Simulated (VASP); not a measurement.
# PbS (P1) in VASP: single point with PBEsol

Aim: the single point of PbS with PBEsol.

Everything below comes from runs of VASP 6.6.1. Logs are shortened: lines on timing, memory, paths and dates and some standing lists are left out, and cuts for length are marked.

## Step 1: The cell of the first run

The typed cell holds 8 atoms: a = 4.090 Å, b = 8.179 Å, c = 7.576 Å, α = 90.00°, β = 90.00°, γ = 120.00°.

## Step 2: Single point, PBEsol

The input, INCAR:

```
SYSTEM = PbS
ALGO     = Normal         ! electronic algorithm
EDIFF    = 1E-6           ! SCF threshold, eV
ENCUT    = 400            ! plane-wave cutoff, eV
GGA      = PS             ! functional
GGA_COMPAT= .FALSE.      
ISIF     = 2              ! what is computed and relaxed
ISMEAR   = 0              ! smearing method
LASPH    = .TRUE.         ! aspherical terms in the spheres
LCHARG   = .FALSE.        ! write CHGCAR
LREAL    = .FALSE.        ! projectors in reciprocal space
LWAVE    = .FALSE.        ! write WAVECAR
NBANDS   = 50             ! bands
NELM     = 120            ! most SCF steps
PREC     = Accurate       ! precision mode
SIGMA    = 0.01           ! smearing width, eV
```

The input, KPOINTS:

```
k-points
0
G
  1 1 1
  0 0 0
```

The input, POSCAR:

```
PbS
1.0
    4.0897000000      0.0000000000      0.0000000000
   -4.0897000000      7.0835681877      0.0000000000
    0.0000000000      0.0000000000      7.5763400000
Pb S
4 4
Direct
   -0.0144644046     -0.0060877511      0.0029399420
   -0.0065963362     -0.0058586293      0.5019539778
    0.0059120659      0.5108212280     -0.0040623837
    0.0080377968      0.5028220108      0.5002444452
    0.7256805793      0.1669669817      0.2311042007
    0.6426102003      0.1708034663      0.7821733185
    0.6682280935      0.6562675585      0.2494068376
    0.6761039434      0.6616622973      0.7303622857
```

Potentials or basis: VASP PAW PBE potentials, release 64 (Pb_d, S).

On the command line:

```
$ cat potpaw_PBE.64/Pb_d/POTCAR potpaw_PBE.64/S/POTCAR > POTCAR
$ mpirun -np 1 vasp_gam > vasp.out
```

OUTCAR:

```text
SYSTEM = PbS
   EDIFF = 1E-6
   ENCUT = 400
   GGA = PS
   ISIF = 2
   ISMEAR = 0
   LASPH = .TRUE.
   LREAL = .FALSE.
   NELM = 120
   PREC = Accurate

 ion  position               nearest neighbor table
   1  0.986  0.994  0.003-   5 2.76   6 2.87   6 2.98   7 3.04   8 3.13   5 3.14   2 3.78   2 3.80
                             3 3.98   3 3.99
   2  0.993  0.994  0.502-   8 2.92   5 2.99   7 3.06   6 3.13   6 3.28   5 3.31   1 3.78   1 3.80
                             4 4.02   4 4.05   4 4.13
   3  0.006  0.511  0.996-   6 2.90   7 2.94   8 3.01   5 3.03   7 3.04   8 3.11   4 3.76   4 3.82
                             1 3.98   1 3.99
   4  0.008  0.503  0.500-   8 2.89   8 2.94   7 2.98   7 3.01   5 3.14   6 3.18   3 3.76   3 3.82
                             2 4.02   2 4.05   2 4.13
   5  0.726  0.167  0.231-   1 2.76   2 2.99   3 3.03   4 3.14   1 3.14   2 3.31
   6  0.643  0.171  0.782-   1 2.87   3 2.90   1 2.98   2 3.13   4 3.18   2 3.28
   7  0.668  0.656  0.249-   3 2.94   4 2.98   4 3.01   1 3.04   3 3.04   2 3.06
   8  0.676  0.662  0.730-   4 2.89   2 2.92   4 2.94   3 3.01   3 3.11   1 3.13

  LATTYP: Found a simple orthorhombic cell.
 ALAT       =     4.0897000000
 B/A-ratio  =     1.7320508076
 C/A-ratio  =     1.8525417512

  Lattice vectors:

 A1 = (   4.0897000000,   0.0000000000,   0.0000000000)
 A2 = (   0.0000000000,   7.0835681877,   0.0000000000)
 A3 = (   0.0000000000,   0.0000000000,   7.5763400000)

Analysis of symmetry for initial positions (statically):
=====================================================================
 Subroutine PRICEL returns:
 Original cell was already a primitive cell.

 Routine SETGRP: Setting up the symmetry group for a
 simple orthorhombic supercell.

 Subroutine GETGRP returns: Found  1 space group operations
 (whereof  1 operations were pure point group operations)
 out of a pool of  8 trial point group operations.

The static configuration has the point symmetry C_1 .

Analysis of symmetry for dynamics (positions and initial velocities):
=====================================================================
 Subroutine PRICEL returns:
 Original cell was already a primitive cell.

 Routine SETGRP: Setting up the symmetry group for a
 simple orthorhombic supercell.

 Subroutine GETGRP returns: Found  1 space group operations
 (whereof  1 operations were pure point group operations)
 out of a pool of  8 trial point group operations.

The dynamic configuration has the point symmetry C_1 .

 Subroutine INISYM returns: Found  1 space group operations
 (whereof  1 operations are pure point group operations),
[... 91 lines left out ...]
   ISYM   =      2    0-nonsym 1-usesym 2-fastsym
   POTIM  = 0.5000    time-step for ionic-motion
   TEBEG  =    0.0;   TEEND  =   0.0 temperature during run
   PSTRESS=    0.0 pullay stress
   NELECT =      80.0000    total number of electrons
   NUPDOWN=      -1.0000    fix difference up-down
   EMIN   =  10.00;   EMAX   =-10.00  energy-range for DOS
   EFERMI =   0.00;   METHOD = LEGACY
   ISMEAR =     0;   SIGMA  =   0.01  broadening in eV -4-tet -1-fermi 0-gaus
   EFERMI_NEDOS =   21; number of points for ismear=-14 and -15
   IALGO  =     38    algorithm
   IMIX   =      4    mixing-type and parameters
     AMIX     =   0.40;   BMIX     =  1.00
     AMIX_MAG =   1.60;   BMIX_MAG =  1.00
  volume/ion in A,a.u.               =      27.44       185.14
  Fermi-wavevector in a.u.,A,eV,Ry     =   1.169420  2.209883 18.606552  1.367543
  Thomas-Fermi vector in A             =   2.305893
   LORBIT       =      0    0 simple, 1 ext, 2 COOP (PROOUT), +10 PAW based schemes
   GGA     = PS    functional components
   LHFCALC =     F    Hartree Fock is set to
   AEXX    =    0.0000 exact exchange contribution
   IVDW    =     0    specifies the selected vdW correction
   LEPSILON=     F    determine dielectric tensor
   LRPA    =     F    only Hartree local field effects (RPA)
 non-spin polarized calculation
 Gauss-broadening in eV      SIGMA  =   0.01
  energy-cutoff  :      400.00
  volume of cell :      219.48
 maximum number of plane-waves:      1988
 NGX is ok and might be reduce to    28
   NGX = 13   NGY = 27   NGZ = 25

 number of electron      80.0000004 magnetization

 Free energy of the ion-electron system (eV)
  ---------------------------------------------------
  ext. energy  EPLUGINS =         0.00000000
  ---------------------------------------------------
  free energy    TOTEN  =       -28.77394329 eV

  energy without entropy =      -28.77394329  energy(sigma->0) =      -28.77394329

 E-fermi :   5.5159     XC(G=0):  -9.5468

 val. band max:        5.4281970432   @ k =   0.0000   0.0000   0.0000
 cond. band min:       5.9448148994   @ k =   0.0000   0.0000   0.0000
 fundamental gap:      0.5166178561
 Fermi energy:         5.5158741450

 k-point     1 :       0.0000    0.0000    0.0000
  band No.  band energies     occupation
      1     -12.4670      2.00000
      2     -12.3763      2.00000
      3     -12.3585      2.00000
      4     -12.2518      2.00000
      5     -12.2478      2.00000
      6     -12.2105      2.00000
[... 42 lines left out ...]
     49       8.8582      0.00000
     50       8.9859      0.00000

------------------------ aborting loop because EDIFF is reached ----------------------------------------

  FORCE on cell =-STRESS in cart. coord.  units (eV):
  Direction    XX          YY          ZZ          XY          YZ          ZX
  --------------------------------------------------------------------------------------
  -------------------------------------------------------------------------------------
  Total       13.6892286      1.3331533      2.3461990      0.8949954      0.1621812     -0.6272052
  in kB       99.9278568      9.7316767     17.1266507      6.5332371      1.1838811     -4.5784370
  external PRESSURE =      42.2620614 kB  Pullay stress =       0.0000000 kB

 VOLUME and BASIS-vectors are now :
 -----------------------------------------------------------------------------
  energy-cutoff  :      400.00
  volume of cell :      219.48
      direct lattice vectors                 reciprocal lattice vectors
     4.089700000  0.000000000  0.000000000     0.244516713  0.141171790  0.000000000
    -4.089700000  7.083568188  0.000000000     0.000000000  0.141171790  0.000000000
     0.000000000  0.000000000  7.576340000     0.000000000  0.000000000  0.131989853

 POSITION                                       TOTAL-FORCE (eV/Angst)
 -----------------------------------------------------------------------------------
     -0.03426      7.04045      0.02227        -0.012608      0.596870     -0.001843
     -0.00302      7.04207      3.80297         0.031902      0.480615     -0.041611
     -2.06493      3.61844      7.54556        -0.003312     -0.062372      0.186950
     -2.02352      3.56177      3.79002         0.045326      0.095829     -0.057399
      2.28497      1.18272      1.75092        -0.125990     -0.372207     -0.015384
      1.92955      1.20990      5.92601         0.050765     -0.450346      0.212394
      0.04891      4.64872      1.88959         0.343766     -0.082339      0.127737
      0.05906      4.68693      5.53347        -0.329847     -0.206051     -0.410844
 -----------------------------------------------------------------------------------
    total drift:                               -0.000211      0.000952     -0.000861

  FREE ENERGIE OF THE ION-ELECTRON SYSTEM (eV)
  ---------------------------------------------------
  free  energy   TOTEN  =       -28.7739432900 eV

  energy  without entropy=      -28.7739432900  energy(sigma->0) =      -28.77394329
```

It took 12 s on 1 thread of Intel Xeon 6975P-C (Granite Rapids), shared host; peak memory 0.23 GiB.

What came out:

```
Free energy   : -28.7739 eV
Pressure      : 4.2 GPa
Largest force : 0.597 eV/Å
```

Forces on the atoms (eV/Å):
```
Pb  -0.013  0.597 -0.002
Pb   0.032  0.481 -0.042
Pb  -0.003 -0.062  0.187
Pb   0.045  0.096 -0.057
S   -0.126 -0.372 -0.015
S    0.051 -0.450  0.212
S    0.344 -0.082  0.128
S   -0.330 -0.206 -0.411
```

Caveat: the k points lie up to 1.54 Å⁻¹ apart, too coarse for converged energies, forces and pressures; the PAW data sets were made with another functional, which shifts forces and pressure a little; spin-orbit coupling is left out, which moves the levels of the heavy elements.
